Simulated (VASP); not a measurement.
# BeTe (Fm-3m) in VASP: notebook

BeTe is run at these levels: PBE-based screened hybrid; tasks: single point.

Everything below comes from runs of VASP 6.6.1. Logs are shortened: lines on timing, memory, paths and dates and some standing lists are left out, and cuts for length are marked.

## 1. The cell of the first run

The structure is cubic, space group Fm-3m (No. 225). Conventional cell: a = 5.366 Å, b = 5.366 Å, c = 5.366 Å, α = 90.00°, β = 90.00°, γ = 90.00°. Be (site symmetry m-3m) has 6 Te at 2.68 Å within 3.5 Å. Within 3.5 Å of Te (site symmetry m-3m) lie 6 Be at 2.68 Å.

## 2. Single point, PBE-based screened hybrid

POSCAR reads:

```
BeTe
1.0
    0.0000000000      2.6832298771      2.6832298771
    2.6832298771      0.0000000000      2.6832298771
    2.6832298771      2.6832298771      0.0000000000
Be Te
1 1
Direct
    0.0000000000      0.0000000000      0.0000000000
    0.5000000000      0.5000000000      0.5000000000
```

INCAR.step1 reads:

```
SYSTEM = BeTe
PREC = Accurate
ENCUT = 520
EDIFF = 1E-5
ISMEAR = -1
SIGMA = 0.02
LREAL = .False.
LASPH = .True.
NELM = 60
ALGO = Normal
ISIF = 2
LWAVE = .True.
LCHARG = .False.
NBANDS = 11
GGA = PE
```

INCAR.step2 reads:

```
SYSTEM = BeTe
PREC = Accurate
ENCUT = 520
EDIFF = 1E-6
ISMEAR = -1
SIGMA = 0.02
LREAL = .False.
LASPH = .True.
NELM = 60
ALGO = Normal
ISIF = 2
LWAVE = .False.
LCHARG = .False.
GGA = PE
LHFCALC = .True.
AEXX = 0.5
HFSCREEN = 0.2078
PRECFOCK = Normal
NBANDS = 11
ISTART = 1
```

KPOINTS reads:

```
regular mesh
0
Gamma
  4 4 4
  0 0 0
```

Potentials or basis: VASP PAW PBE potentials, release 64 (Be, Te).

Command:

```bash
cat potpaw_PBE.64/Be/POTCAR potpaw_PBE.64/Te/POTCAR > POTCAR
cp INCAR.step1 INCAR
mpirun -np 1 vasp_std > vasp.out
cp INCAR.step2 INCAR
mpirun -np 1 vasp_std > vasp.out
```

OUTCAR:

```text
SYSTEM = BeTe
   PREC = Accurate
   ENCUT = 520
   EDIFF = 1E-6
   ISMEAR = -1
   LREAL = .False.
   LASPH = .True.
   NELM = 60
   ISIF = 2
   GGA = PE
   LHFCALC = .True.
   AEXX = 0.5
   HFSCREEN = 0.2078
   PRECFOCK = Normal
   ISTART = 1

 ion  position               nearest neighbor table
   1  0.000  0.000  0.000-   2 2.68   2 2.68   2 2.68   2 2.68   2 2.68   2 2.68
   2  0.500  0.500  0.500-   1 2.68   1 2.68   1 2.68   1 2.68   1 2.68   1 2.68

  LATTYP: Found a face centered cubic cell.
 ALAT       =     5.3664597542

  Lattice vectors:

 A1 = (   0.0000000000,   2.6832298771,   2.6832298771)
 A2 = (   2.6832298771,   0.0000000000,   2.6832298771)
 A3 = (   2.6832298771,   2.6832298771,   0.0000000000)

Analysis of symmetry for initial positions (statically):
[... 33 lines left out ...]
                                     Primitive cell

  volume of cell :      38.6370

  direct lattice vectors                    reciprocal lattice vectors
     0.000000000  2.683229877  2.683229877    -0.186342588  0.186342588  0.186342588
     2.683229877  0.000000000  2.683229877     0.186342588 -0.186342588  0.186342588
     2.683229877  2.683229877  0.000000000     0.186342588  0.186342588 -0.186342588

  length of vectors
     3.794660083  3.794660083  3.794660083     0.322754830  0.322754830  0.322754830

  position of ions in fractional coordinates (direct lattice)
[... 8 lines left out ...]
----------------------------------------------------------------------------------------

 KPOINTS: regular mesh

Automatic generation of k-mesh.
 Grid dimensions read from file:
 generate k-points for:    4    4    4

 Generating k-lattice:

  Cartesian coordinates                     Fractional coordinates (reciprocal lattice)
    -0.046585647  0.046585647  0.046585647     0.250000000  0.000000000  0.000000000
     0.046585647 -0.046585647  0.046585647     0.000000000  0.250000000  0.000000000
     0.046585647  0.046585647 -0.046585647     0.000000000  0.000000000  0.250000000

  Length of vectors
     0.080688708  0.080688708  0.080688708

  Shift w.r.t. Gamma in fractional coordinates (k-lattice)
     0.000000000  0.000000000  0.000000000

 Subroutine IBZKPT returns following result:
 ===========================================

 Found      8 irreducible k-points:

 Following reciprocal coordinates:
            Coordinates               Weight
  0.000000  0.000000  0.000000      1.000000
  0.250000  0.000000  0.000000      8.000000
  0.500000  0.000000  0.000000      4.000000
  0.250000  0.250000  0.000000      6.000000
  0.500000  0.250000  0.000000     24.000000
 -0.250000  0.250000  0.000000     12.000000
  0.500000  0.500000  0.000000      3.000000
 -0.250000  0.500000  0.250000      6.000000
   k-points           NKPTS =      8   k-points in BZ     NKDIM =     64   number of bands    NBANDS=     11
   number of dos      NEDOS =    301   number of ions     NIONS =      2
   total plane-waves  NPLWV =  21952
   dimension x,y,z NGX =    28 NGY =   28 NGZ =   28
   dimension x,y,z NGXF=    56 NGYF=   56 NGZF=   56
   ions per type =               1   1
   NGX,Y,Z   is equivalent  to a cutoff of  12.27, 12.27, 12.27 a.u.
   NGXF,Y,Z  is equivalent  to a cutoff of  24.53, 24.53, 24.53 a.u.
 SYSTEM =  BeTe
   PREC   = accura    normal or accurate (medium, high low for compatibility)
   ISTART =      1    job   : 0-new  1-cont  2-samecut
   ICHARG =      0    charge: 1-file 2-atom 10-const
   ISPIN  =      1    spin polarized calculation?
   LNONCOLLINEAR =      F non collinear calculations
   LSORBIT =      F    spin-orbit coupling
   LASPH  =      T    aspherical Exc in radial PAW
   ENCUT  =  520.0 eV  38.22 Ry    6.18 a.u.   7.06  7.06  7.06*2*pi/ulx,y,z
   NELM   =     60;   NELMIN=  2; NELMDL=  0     # of ELM steps
   EDIFF  = 0.1E-05   stopping-criterion for ELM
   LREAL  =      F    real-space projection
   EDIFFG = 0.1E-04   stopping-criterion for IOM
   NSW    =      0    number of steps for IOM
   IBRION =     -1    ionic relax: 0-MD 1-quasi-New 2-CG
   NFREE  =      0    steps in history (QN), initial steepest desc. (CG)
   ISIF   =      2    stress and relaxation
   ISYM   =      3    0-nonsym 1-usesym 2-fastsym
   POTIM  = 0.5000    time-step for ionic-motion
   TEBEG  =    0.0;   TEEND  =   0.0 temperature during run
   PSTRESS=    0.0 pullay stress
   NELECT =       8.0000    total number of electrons
   NUPDOWN=      -1.0000    fix difference up-down
   EMIN   =  10.00;   EMAX   =-10.00  energy-range for DOS
   EFERMI =   0.00;   METHOD = LEGACY
   ISMEAR =    -1;   SIGMA  =   0.02  broadening in eV -4-tet -1-fermi 0-gaus
   EFERMI_NEDOS =   21; number of points for ismear=-14 and -15
   IALGO  =     38    algorithm
   IMIX   =      1    mixing-type and parameters
     AMIX     =   0.40;   BMIX     =  1.00
     AMIX_MAG =   1.60;   BMIX_MAG =  1.00
  volume/ion in A,a.u.               =      19.32       130.37
  Fermi-wavevector in a.u.,A,eV,Ry     =   0.968509  1.830216 12.762394  0.938009
  Thomas-Fermi vector in A             =   2.098484
   LORBIT       =      0    0 simple, 1 ext, 2 COOP (PROOUT), +10 PAW based schemes
   GGA     = PE    functional components
   LHFCALC =     T    Hartree Fock is set to
   PRECFOCK=normal    Normal, Fast or Accurate (Low or Medium for compatibility)
   ENCUT4O =  -1.0   cutoff for four orbital integrals eV
   NKREDX  =     1    reduce k-point grid by
   NKREDY  =     1    reduce k-point grid by
   NKREDZ  =     1    reduce k-point grid by
   AEXX    =    0.5000 exact exchange contribution
   HFSCREEN=    0.2078 screening length (either q_TF or 0.3 A-1)
   HFSCREENC=   0.2078 screening length for correlation (either q_TF or 0.3 A-1)
   ENCUTFOCK=  -1.0 apply spherical cutoff to Coloumb kernel
   IVDW    =     0    specifies the selected vdW correction
   LEPSILON=     F    determine dielectric tensor
   LRPA    =     F    only Hartree local field effects (RPA)
 non-spin polarized calculation
  energy-cutoff  :      520.00
  volume of cell :       38.64
 maximum number of plane-waves:      1056
  NGX = 24; NGY = 24; NGZ = 24

 number of electron       8.0000000 magnetization

 Free energy of the ion-electron system (eV)
  ---------------------------------------------------
  ext. energy  EPLUGINS =         0.00000000
  ---------------------------------------------------
  free energy    TOTEN  =        -8.63372992 eV

  energy without entropy =       -8.63288223  energy(sigma->0) =       -8.63330607

 E-fermi :   6.2362     XC(G=0):  -6.5595

 val. band max:        6.1539380410   @ k =   0.0000   0.0000   0.0000
 cond. band min:       6.2962196976   @ k =   0.5000   0.5000   0.0000
 fundamental gap:      0.1422816566
 Fermi energy:         6.2361724831

 k-point     1 :       0.0000    0.0000    0.0000
  band No.  band energies     occupation
      1      -9.3483      2.00000
      2       6.1539      1.96777
      3       6.1539      1.96777
      4       6.1539      1.96777
      5      10.8154      0.00000
      6      14.9132      0.00000
      7      14.9132      0.00000
      8      14.9132      0.00000
      9      14.9222      0.00000
     10      14.9222      0.00000
     11      14.9222      0.00000

 k-point     2 :       0.2500    0.0000    0.0000
  band No.  band energies     occupation
      1      -8.4428      2.00000
      2       1.7270      2.00000
      3       6.0795      1.99921
      4       6.0795      1.99921
      5      11.3644      0.00000
      6      11.8544      0.00000
      7      11.8544      0.00000
      8      14.4420      0.00000
      9      16.3926      0.00000
     10      16.9537      0.00000
     11      16.9537      0.00000

 k-point     3 :       0.5000    0.0000    0.0000
  band No.  band energies     occupation
      1      -6.9445      2.00000
      2      -1.7387      2.00000
      3       6.1460      1.97818
      4       6.1460      1.97818
      5      10.0820      0.00000
      6      10.0820      0.00000
      7      10.7445      0.00000
      8      13.9945      0.00000
      9      20.7118      0.00000
     10      21.5963      0.00000
     11      21.5963      0.00000

 k-point     4 :       0.2500    0.2500    0.0000
  band No.  band energies     occupation
      1      -8.1238      2.00000
      2       2.9857      2.00000
      3       4.1776      2.00000
      4       4.1776      2.00000
      5       8.6566      0.00000
      6      12.1050      0.00000
      7      15.3423      0.00000
      8      16.0046      0.00000
      9      16.0046      0.00000
     10      19.4169      0.00000
     11      19.4172      0.00000

 k-point     5 :       0.5000    0.2500    0.0000
  band No.  band energies     occupation
      1      -6.5620      2.00000
      2      -0.4575      2.00000
      3       2.4865      2.00000
      4       4.0203      2.00000
      5       8.3703      0.00000
      6      13.8434      0.00000
      7      14.0898      0.00000
      8      15.2708      0.00000
      9      17.4933      0.00000
     10      20.9849      0.00000
     11      21.8983      0.00000

 k-point     6 :      -0.2500    0.2500    0.0000
  band No.  band energies     occupation
      1      -7.1472      2.00000
      2       0.3525      2.00000
      3       2.0128      2.00000
      4       5.8279      2.00000
      5       9.9190      0.00000
      6      11.2252      0.00000
      7      14.5631      0.00000
      8      16.1954      0.00000
      9      17.2287      0.00000
     10      17.5131      0.00000
     11      20.0810      0.00000

 k-point     7 :       0.5000    0.5000    0.0000
  band No.  band energies     occupation
      1      -5.9280      2.00000
      2      -0.7498      2.00000
      3       2.8745      2.00000
      4       2.8745      2.00000
      5       6.2962      0.09464
      6      10.8190      0.00000
      7      17.8174      0.00000
      8      17.8174      0.00000
      9      20.4631      0.00000
     10      21.9222      0.00000
     11      23.7602      0.00000

 k-point     8 :      -0.2500    0.5000    0.2500
  band No.  band energies     occupation
      1      -5.8607      2.00000
      2       0.6466      2.00000
      3       0.6466      2.00000
      4       1.6018      2.00000
      5      11.1976      0.00000
      6      11.4616      0.00000
      7      15.5996      0.00000
      8      15.5996      0.00000
      9      18.9210      0.00000
     10      18.9210      0.00000
     11      24.9394      0.00000

------------------------ aborting loop because EDIFF is reached ----------------------------------------

  FORCE on cell =-STRESS in cart. coord.  units (eV):
  Direction    XX          YY          ZZ          XY          YZ          ZX
  --------------------------------------------------------------------------------------
  -------------------------------------------------------------------------------------
  Total       -0.4586005     -0.4586005     -0.4586005     -0.0000000     -0.0000000      0.0000000
  in kB      -19.0169783    -19.0169783    -19.0169783     -0.0000000     -0.0000000      0.0000000
  external PRESSURE =     -19.0169783 kB  Pullay stress =       0.0000000 kB

 VOLUME and BASIS-vectors are now :
 -----------------------------------------------------------------------------
  energy-cutoff  :      520.00
  volume of cell :       38.64
      direct lattice vectors                 reciprocal lattice vectors
     0.000000000  2.683229877  2.683229877    -0.186342588  0.186342588  0.186342588
     2.683229877  0.000000000  2.683229877     0.186342588 -0.186342588  0.186342588
     2.683229877  2.683229877  0.000000000     0.186342588  0.186342588 -0.186342588

 POSITION                                       TOTAL-FORCE (eV/Angst)
 -----------------------------------------------------------------------------------
      0.00000      0.00000      0.00000        -0.000000      0.000000     -0.000000
      2.68323      2.68323      2.68323         0.000000      0.000000      0.000000
 -----------------------------------------------------------------------------------
    total drift:                               -0.000001     -0.000001     -0.000001

  FREE ENERGIE OF THE ION-ELECTRON SYSTEM (eV)
  ---------------------------------------------------
  free  energy   TOTEN  =        -8.6337299153 eV

  energy  without entropy=       -8.6328822282  energy(sigma->0) =       -8.63330607
```

It took 74 s on 1 thread of Intel Xeon 6975P-C (Granite Rapids), shared host; peak memory 0.27 GiB.

What came out:

| Quantity | Value |
| --- | --- |
| Free energy | -8.6337 eV |
| Pressure | -1.9 GPa |
| Band gap on the k mesh | 0.14 eV, indirect (least direct gap 3.42 eV) |

Caveat: the k points lie up to 0.51 Å⁻¹ apart; the PAW data sets were made with another functional, which shifts forces and pressure a little; spin-orbit coupling is left out, which moves the levels of the heavy elements. A k mesh can miss the band edges.

## 3. Single point, PBE-based screened hybrid

POSCAR is that of step 2.

INCAR.step1 reads:

```
PREC     = Accurate       # precision mode
ENCUT    = 520            # plane-wave cutoff, eV
EDIFF    = 1E-5           # SCF threshold, eV
ISMEAR   = -1             # smearing method
SIGMA    = 0.02           # smearing width, eV
LREAL    = F              # projectors in reciprocal space
LASPH    = T              # aspherical terms in the spheres
NELM     = 100            # most SCF steps
ALGO     = Normal         # electronic algorithm
ISIF     = 2              # what is computed and relaxed
LWAVE    = T              # write WAVECAR
LCHARG   = F              # write CHGCAR
NBANDS   = 11             # bands
GGA      = PE             # functional
```

INCAR.step2 reads:

```
PREC     = Accurate       # precision mode
ENCUT    = 520            # plane-wave cutoff, eV
EDIFF    = 1E-6           # SCF threshold, eV
ISMEAR   = -1             # smearing method
SIGMA    = 0.02           # smearing width, eV
LREAL    = F              # projectors in reciprocal space
LASPH    = T              # aspherical terms in the spheres
NELM     = 100            # most SCF steps
ALGO     = Normal         # electronic algorithm
ISIF     = 2              # what is computed and relaxed
LWAVE    = F              # write WAVECAR
LCHARG   = F              # write CHGCAR
GGA      = PE             # functional
LHFCALC  = T              # exact exchange
AEXX     = 0.35           # exact-exchange fraction
HFSCREEN = 0.1            # screening, 1/A
PRECFOCK = Normal       
NBANDS   = 11             # bands
ISTART   = 1
```

KPOINTS reads:

```
Automatic mesh
0
Gamma
  4 4 4
```

Potentials or basis: VASP PAW PBE potentials, release 64 (Be, Te).

Command:

```bash
cat potpaw_PBE.64/Be/POTCAR potpaw_PBE.64/Te/POTCAR > POTCAR
cp INCAR.step1 INCAR
mpirun -np 1 vasp_std > vasp.out
cp INCAR.step2 INCAR
mpirun -np 1 vasp_std > vasp.out
```

Run time: 4.7 min. Hardware: 1 thread of Intel Xeon 6975P-C (Granite Rapids), shared host; peak memory 0.26 GiB.

Results (log left out):

| Property | Result |
| --- | --- |
| Free energy | -8.2863 eV |
| Pressure | -1.3 GPa |
| Band gap on the k mesh | zero (band 4 reaches 6.52 eV, above the bottom of band 5 at 5.99 eV) |

Levels at points of the mesh, in eV from the Fermi level:
```tsv
k point	band 1	band 2	band 3	band 4	band 5	band 6	band 7	band 8	band 9
(0.00, 0.00, 0.00)	-15.24	-0.36	-0.35	-0.34	4.39	8.28	8.28	8.29	8.38
(0.50, 0.00, 0.00)	-12.96	-7.93	-0.34	0.02	3.63	3.65	4.31	7.37	14.04
(0.50, 0.50, 0.00)	-12.01	-6.98	-3.49	-3.48	-0.51	4.36	11.10	11.10	13.69
```

Caveat: the k points lie up to 0.51 Å⁻¹ apart; the PAW data sets were made with another functional, which shifts forces and pressure a little; spin-orbit coupling is left out, which moves the levels of the heavy elements.
